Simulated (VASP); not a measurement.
Here is a VASP 6.6.1 calculation.

The input INCAR:

```
ALGO     = Normal         # electronic algorithm
EDIFF    = 1E-6           # SCF threshold, eV
ENCUT    = 520            # plane-wave cutoff, eV
GGA      = PE             # functional
ISIF     = 2              # what is computed and relaxed
ISMEAR   = 0              # smearing method
LASPH    = T              # aspherical terms in the spheres
LCHARG   = T              # write CHGCAR
LELF     = T              # ELF
LREAL    = F              # projectors in reciprocal space
LVHAR    = T            
LWAVE    = F              # write WAVECAR
NBANDS   = 34             # bands
NELM     = 80             # most SCF steps
PREC     = Accurate       # precision mode
SIGMA    = 0.01           # smearing width, eV
```

KPOINTS

```
k-points
0
Gamma
  4 6 4
```

The input POSCAR:

```
BaHgI4
1.0
    7.7951374320      0.0000000000     -0.1762439889
    0.0000000000      4.7107352534      0.0000000000
   -0.1951266392      0.0000000000      8.2835996192
Ba Hg I
1 1 4
Direct
    0.0000000000      0.5000000000      0.5000000000
    0.0000000000      0.0000000000      0.0000000000
    0.2396073192      0.0000000000      0.3085373764
    0.7773985477      0.5000000000      0.1282090831
    0.2226014523      0.5000000000      0.8717909169
    0.7603926808      0.0000000000      0.6914626236
```

Potentials or basis: VASP PAW PBE potentials, release 64 (Ba_sv, Hg, I).

Run with:

```sh
$ cat potpaw_PBE.64/Ba_sv/POTCAR potpaw_PBE.64/Hg/POTCAR potpaw_PBE.64/I/POTCAR > POTCAR
$ mpirun -np 1 vasp_std > vasp.out
```

Estimate the largest force.

0.048 eV/Å.

Estimate the pressure.

0.1 GPa.

Estimate the band gap on the k mesh.

1.27 eV (least direct gap 1.35 eV).

Forces on the atoms (eV/Å):
```
Ba   0.000  0.000  0.000
Hg   0.000  0.000  0.000
I    0.042  0.000 -0.023
I   -0.024  0.000 -0.023
I    0.024  0.000  0.023
I   -0.042  0.000  0.023
```

Caveat: spin-orbit coupling is left out, which moves the levels of the heavy elements. A k mesh can miss the band edges.
